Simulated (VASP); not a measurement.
A run of VASP 6.6.1 is set up as follows.

File INCAR:

```
  PREC = Accurate
  ENCUT = 520
  EDIFF = 1E-6
  ISMEAR = 0
  SIGMA = 0.15
  LREAL = False
  LASPH = True
  NELM = 60
  ALGO = Normal
  ISIF = 2
  LWAVE = False
  LCHARG = False
  GGA = PS
  NBANDS = 11
```

KPOINTS

```
Automatic mesh
0
Gamma
  16 16 16
```

The input POSCAR:

```
HCl
1.0
    0.0000000000      2.6690625000      2.8743750000
    2.6690625000      0.0000000000      2.8743750000
    2.6690625000      2.6690625000      0.0000000000
H Cl
1 1
Direct
    0.0000000000      0.0000000000      0.0000000000
    0.5000000000      0.5000000000      0.5000000000
```

Potentials or basis: VASP PAW PBE potentials, release 64 (H, Cl).

Command:

```bash
$ cat potpaw_PBE.64/H/POTCAR potpaw_PBE.64/Cl/POTCAR > POTCAR
$ mpirun -np 1 vasp_std > vasp.out
```

Problem. Estimate the band gap on the k mesh.

Solution. Zero (band 4 reaches -2.25 eV, above the bottom of band 5 at -2.39 eV).

Problem. Predict the pressure.

Solution. -10.4 GPa.

Stress tensor (GPa, compression positive):
```
-12.10   0.00   0.00
  0.00 -12.10   0.00
  0.00   0.00  -7.00
```

Caveat: the cell differs from its parent crystal (strain -0.025 along x and y, +0.050 along z); the PAW data sets were made with another functional, which shifts forces and pressure a little.
